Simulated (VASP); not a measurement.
# Se (P3_121) in VASP: notebook, part 2 of 2

VASP 6.6.1.

## (4) Single point, PBE+D3(BJ) (c/a of the conventional cell at fixed volume 1.2605)

The input, INCAR:

```
  ALGO = Normal
  EDIFF = 1E-7
  ENCUT = 520
  GGA = PE
  ISIF = 2
  ISMEAR = 0
  IVDW = 12
  LASPH = True
  LCHARG = True
  LELF = True
  LREAL = False
  LVHAR = True
  LWAVE = False
  NBANDS = 16
  NELM = 60
  PREC = Accurate
  SIGMA = 0.05
```

The input, KPOINTS:

```
k-points
0
Gamma
  9 9 8
```

The input, POSCAR:

```
Se
1.0
    4.0681465756      0.0000000000      0.0000000000
   -2.0340732878      3.5231182808      0.0000000000
    0.0000000000      0.0000000000      5.1277306289
Se
3
Direct
    0.1858920228      0.0000000000      0.3333333333
    0.0000000000      0.1858920228      0.6666666667
    0.8141079772      0.8141079772      0.0000000000
```

Potentials or basis: VASP PAW PBE potentials, release 64 (Se).

Run with:

```console
$ cat potpaw_PBE.64/Se/POTCAR > POTCAR
$ mpirun -np 1 vasp_std > vasp.out
```

OUTCAR:

```text
EDIFF = 1E-7
   ENCUT = 520
   GGA = PE
   ISIF = 2
   ISMEAR = 0
   IVDW = 12
   LASPH = True
   LREAL = False
   NELM = 60
   PREC = Accurate
 IVDW          = 12

 ion  position               nearest neighbor table
   1  0.186  0.000  0.333-   3 2.15   2 2.15
   2  0.000  0.186  0.667-   3 2.15   1 2.15
   3  0.814  0.814  0.000-   1 2.15   2 2.15

  LATTYP: Found a hexagonal cell.
 ALAT       =     4.0681465756
 C/A-ratio  =     1.2604586717

  Lattice vectors:

 A1 = (   4.0681465756,   0.0000000000,   0.0000000000)
 A2 = (  -2.0340732878,   3.5231182808,   0.0000000000)
 A3 = (   0.0000000000,   0.0000000000,   5.1277306289)

Analysis of symmetry for initial positions (statically):
=====================================================================
 Subroutine PRICEL returns:
 Original cell was already a primitive cell.

 Routine SETGRP: Setting up the symmetry group for a
 hexagonal supercell.

 Subroutine GETGRP returns: Found  6 space group operations
 (whereof  2 operations were pure point group operations)
 out of a pool of 24 trial point group operations.

The static configuration has the point symmetry C_2 .
 The point group associated with its full space group is D_3 .

Analysis of symmetry for dynamics (positions and initial velocities):
=====================================================================
 Subroutine PRICEL returns:
 Original cell was already a primitive cell.

 Routine SETGRP: Setting up the symmetry group for a
 hexagonal supercell.

 Subroutine GETGRP returns: Found  6 space group operations
 (whereof  2 operations were pure point group operations)
 out of a pool of 24 trial point group operations.

The dynamic configuration has the point symmetry C_2 .
 The point group associated with its full space group is D_3 .

 Subroutine INISYM returns: Found  6 space group operations
 (whereof  2 operations are pure point group operations),
 and found     1 'primitive' translations

----------------------------------------------------------------------------------------

                                     Primitive cell

  volume of cell :      73.4935

  direct lattice vectors                    reciprocal lattice vectors
     4.068146576  0.000000000  0.000000000     0.245812185  0.141919731  0.000000000
    -2.034073288  3.523118281  0.000000000     0.000000000  0.283839463  0.000000000
     0.000000000  0.000000000  5.127730629     0.000000000  0.000000000  0.195018045

  length of vectors
     4.068146576  4.068146576  5.127730629     0.283839463  0.283839463  0.195018045

  position of ions in fractional coordinates (direct lattice)
     0.185892023  0.000000000  0.333333333
     1.000000000  0.185892023  0.666666667
     0.814107977  0.814107977  0.000000000

  ion indices of the primitive-cell ions
   primitive index   ion index
                 1           1
                 2           2
                 3           3

----------------------------------------------------------------------------------------

 KPOINTS: k-points

Automatic generation of k-mesh.
 Grid dimensions read from file:
 generate k-points for:    9    9    8

 Generating k-lattice:

  Cartesian coordinates                     Fractional coordinates (reciprocal lattice)
     0.027312465  0.015768859  0.000000000     0.111111111  0.000000000  0.000000000
     0.000000000  0.031537718  0.000000000     0.000000000  0.111111111  0.000000000
     0.000000000  0.000000000  0.024377256     0.000000000  0.000000000  0.125000000

  Length of vectors
     0.031537718  0.031537718  0.024377256

  Shift w.r.t. Gamma in fractional coordinates (k-lattice)
     0.000000000  0.000000000  0.000000000

 Subroutine IBZKPT returns following result:
 ===========================================

 Found     81 irreducible k-points:

 Following reciprocal coordinates:
            Coordinates               Weight
  0.000000  0.000000  0.000000      1.000000
  0.111111 -0.000000  0.000000      6.000000
  0.222222  0.000000  0.000000      6.000000
  0.333333 -0.000000  0.000000      6.000000
  0.444444  0.000000  0.000000      6.000000
  0.111111  0.111111  0.000000      6.000000
[... 16 lines left out ...]
  0.222222  0.111111  0.125000     12.000000
 -0.111111  0.333333  0.125000     12.000000
 [... further k-points ...]
   k-points           NKPTS =     81   k-points in BZ     NKDIM =     81   number of bands    NBANDS=     16
   number of dos      NEDOS =    301   number of ions     NIONS =      3
   total plane-waves  NPLWV =  36000
   dimension x,y,z NGX =    30 NGY =   30 NGZ =   40
   dimension x,y,z NGXF=    60 NGYF=   60 NGZF=   80
   ions per type =               3
   NGX,Y,Z   is equivalent  to a cutoff of  12.26, 12.26, 12.97 a.u.
   NGXF,Y,Z  is equivalent  to a cutoff of  24.52, 24.52, 25.94 a.u.
 SYSTEM =  unknown system
   PREC   = accura    normal or accurate (medium, high low for compatibility)
   ISTART =      0    job   : 0-new  1-cont  2-samecut
   ICHARG =      2    charge: 1-file 2-atom 10-const
   ISPIN  =      1    spin polarized calculation?
   LNONCOLLINEAR =      F non collinear calculations
   LSORBIT =      F    spin-orbit coupling
   LASPH  =      T    aspherical Exc in radial PAW
   ENCUT  =  520.0 eV  38.22 Ry    6.18 a.u.   7.56  7.56  9.53*2*pi/ulx,y,z
   NELM   =     60;   NELMIN=  2; NELMDL= -5     # of ELM steps
   EDIFF  = 0.1E-06   stopping-criterion for ELM
   LREAL  =      F    real-space projection
   EDIFFG = 0.1E-05   stopping-criterion for IOM
   NSW    =      0    number of steps for IOM
   IBRION =     -1    ionic relax: 0-MD 1-quasi-New 2-CG
   NFREE  =      0    steps in history (QN), initial steepest desc. (CG)
   ISIF   =      2    stress and relaxation
   ISYM   =      2    0-nonsym 1-usesym 2-fastsym
   POTIM  = 0.5000    time-step for ionic-motion
   TEBEG  =    0.0;   TEEND  =   0.0 temperature during run
   PSTRESS=    0.0 pullay stress
   NELECT =      18.0000    total number of electrons
   NUPDOWN=      -1.0000    fix difference up-down
   EMIN   =  10.00;   EMAX   =-10.00  energy-range for DOS
   EFERMI =   0.00;   METHOD = LEGACY
   ISMEAR =     0;   SIGMA  =   0.05  broadening in eV -4-tet -1-fermi 0-gaus
   EFERMI_NEDOS =   21; number of points for ismear=-14 and -15
   IALGO  =     38    algorithm
   IMIX   =      4    mixing-type and parameters
     AMIX     =   0.40;   BMIX     =  1.00
     AMIX_MAG =   1.60;   BMIX_MAG =  1.00
  volume/ion in A,a.u.               =      24.50       165.32
  Fermi-wavevector in a.u.,A,eV,Ry     =   1.024274  1.935597 14.274368  1.049136
  Thomas-Fermi vector in A             =   2.158052
   LORBIT       =      0    0 simple, 1 ext, 2 COOP (PROOUT), +10 PAW based schemes
   GGA     = PE    functional components
   LHFCALC =     F    Hartree Fock is set to
   AEXX    =    0.0000 exact exchange contribution
   IVDW    =    12    specifies the selected vdW correction
   LEPSILON=     F    determine dielectric tensor
   LRPA    =     F    only Hartree local field effects (RPA)
 non-spin polarized calculation
 Gauss-broadening in eV      SIGMA  =   0.05
  energy-cutoff  :      520.00
  volume of cell :       73.49
 maximum number of plane-waves:      2000
   NGX = 15   NGY = 15   NGZ = 19

 number of electron      17.9999999 magnetization

 Free energy of the ion-electron system (eV)
  ---------------------------------------------------
  ext. energy  EPLUGINS =         0.00000000
  ---------------------------------------------------
  free energy    TOTEN  =        -8.71719340 eV

  energy without entropy =       -8.71669796  energy(sigma->0) =       -8.71694568

 E-fermi :   3.9980     XC(G=0):  -9.2200

 val. band max:        3.9305760308   @ k =   0.3333   0.3333   0.3750
 cond. band min:       4.0039686043   @ k =   0.4444   0.1111   0.5000
 fundamental gap:      0.0733925736
 Fermi energy:         3.9979991635

 k-point     1 :       0.0000    0.0000    0.0000
  band No.  band energies     occupation
      1     -13.7730      2.00000
      2      -8.9418      2.00000
      3      -8.9418      2.00000
      4      -0.5009      2.00000
      5      -0.5009      2.00000
      6       0.1882      2.00000
[... 433 lines left out ...]
      3      -7.8619      2.00000
      4      -2.1903      2.00000
      5      -1.6408      2.00000
      6       0.2263      2.00000
[... 8 lines left out ...]
     15      11.6562      0.00000
     16      12.7894      0.00000

 [... further k-points ...]

------------------------ aborting loop because EDIFF is reached ----------------------------------------

 Edisp (eV)   -1.06351

 E8    (eV) :    -0.4390

  FORCE on cell =-STRESS in cart. coord.  units (eV):
  Direction    XX          YY          ZZ          XY          YZ          ZX
  --------------------------------------------------------------------------------------
  -------------------------------------------------------------------------------------
  Total       6.15554     6.15554    15.63464     0.00000     0.00000     0.00000
  in kB     134.19243   134.19243   340.83923     0.00000     0.00000     0.00000
  external pressure =      203.07 kB  Pullay stress =        0.00 kB

 VOLUME and BASIS-vectors are now :
 -----------------------------------------------------------------------------
  energy-cutoff  :      520.00
  volume of cell :       73.49
      direct lattice vectors                 reciprocal lattice vectors
     4.068146576  0.000000000  0.000000000     0.245812185  0.141919731  0.000000000
    -2.034073288  3.523118281  0.000000000     0.000000000  0.283839463  0.000000000
     0.000000000  0.000000000  5.127730629     0.000000000  0.000000000  0.195018045

 POSITION                                       TOTAL-FORCE (eV/Angst)
 -----------------------------------------------------------------------------------
      0.75624      0.00000      1.70924         5.409054      0.000000     -0.000000
     -0.37812      0.65492      3.41849        -2.704527      4.684378      0.000000
      1.65596      2.86820      0.00000        -2.704527     -4.684378      0.000000
 -----------------------------------------------------------------------------------
    total drift:                               -0.000002     -0.000003     -0.000000

  FREE ENERGIE OF THE ION-ELECTRON SYSTEM (eV)
  ---------------------------------------------------
  free  energy   TOTEN  =        -9.7807027174 eV

  energy  without entropy=       -9.7802072779  energy(sigma->0) =       -9.78045500
```

OSZICAR:

```text
N       E                     dE             d eps       ncg     rms          rms(c)
DAV:   1     0.857863912078E+02    0.85786E+02   -0.73422E+03  2592   0.942E+02
DAV:   2    -0.383992349727E+01   -0.89626E+02   -0.85219E+02  3520   0.160E+02
DAV:   3    -0.879640827176E+01   -0.49565E+01   -0.49396E+01  3376   0.428E+01
DAV:   4    -0.882797075408E+01   -0.31562E-01   -0.31560E-01  3184   0.404E+00
DAV:   5    -0.882819015701E+01   -0.21940E-03   -0.21940E-03  3480   0.330E-01    0.106E+01
DAV:   6    -0.874228760897E+01    0.85903E-01   -0.66332E-02  3136   0.146E+00    0.663E+00
DAV:   7    -0.872001706893E+01    0.22271E-01   -0.12857E-01  3168   0.191E+00    0.339E-01
DAV:   8    -0.871707156900E+01    0.29455E-02   -0.18017E-02  2888   0.812E-01    0.146E-01
DAV:   9    -0.871717065337E+01   -0.99084E-04   -0.11463E-03  3224   0.215E-01    0.571E-02
DAV:  10    -0.871718704021E+01   -0.16387E-04   -0.13375E-04  3336   0.751E-02    0.155E-02
DAV:  11    -0.871719453442E+01   -0.74942E-05   -0.27530E-05  3360   0.300E-02    0.103E-02
DAV:  12    -0.871719335035E+01    0.11841E-05   -0.27816E-06  3352   0.100E-02    0.406E-03
DAV:  13    -0.871719348403E+01   -0.13368E-06   -0.10586E-06  3080   0.607E-03    0.127E-03
DAV:  14    -0.871719336228E+01    0.12175E-06   -0.76406E-08  2816   0.170E-03    0.495E-04
DAV:  15    -0.871719339758E+01   -0.35291E-07   -0.14286E-08  1536   0.769E-04
   1 F= -.97807027E+01 E0= -.97804550E+01  d E =-.495440E-03
```

stdout:

```text
POSCAR found type information on POSCAR Se
 POSCAR found :  1 types and       3 ions
 scaLAPACK will be used
 LDA part: xc-table for (Slater+PW92), standard interpolation
 POSCAR, INCAR and KPOINTS ok, starting setup
 FFT: planning ... GRIDC
 FFT: planning ... GRID_SOFT
 FFT: planning ... GRID
 WAVECAR not read
 entering main loop
```

It took 50 s on 1 thread of AMD EPYC 9R45 (Zen 5), shared host; peak memory 0.2 GiB.

Results:

| Quantity | Value |
| --- | --- |
| Free energy | -9.7807 eV |
| Pressure | 20.3 GPa |
| Largest force | 5.409 eV/Å |
| Band gap on the k mesh | zero (band 9 reaches 4.00 eV, above the bottom of band 10 at 3.87 eV) |
| Dispersion energy per atom | -0.355 eV |

Forces in eV/Å, atoms in the order of the input:
```
Se   5.409  0.000  0.000
Se  -2.705  4.684  0.000
Se  -2.705 -4.684  0.000
```

Stress tensor (GPa, compression positive):
```
13.42  0.00  0.00
 0.00 13.42  0.00
 0.00  0.00 34.08
```

Caveat: pairwise dispersion overbinds metals, which lowers pressure and volume; forces of over 1 eV/Å act on the atoms, so gaps and moduli don't describe the material at rest.
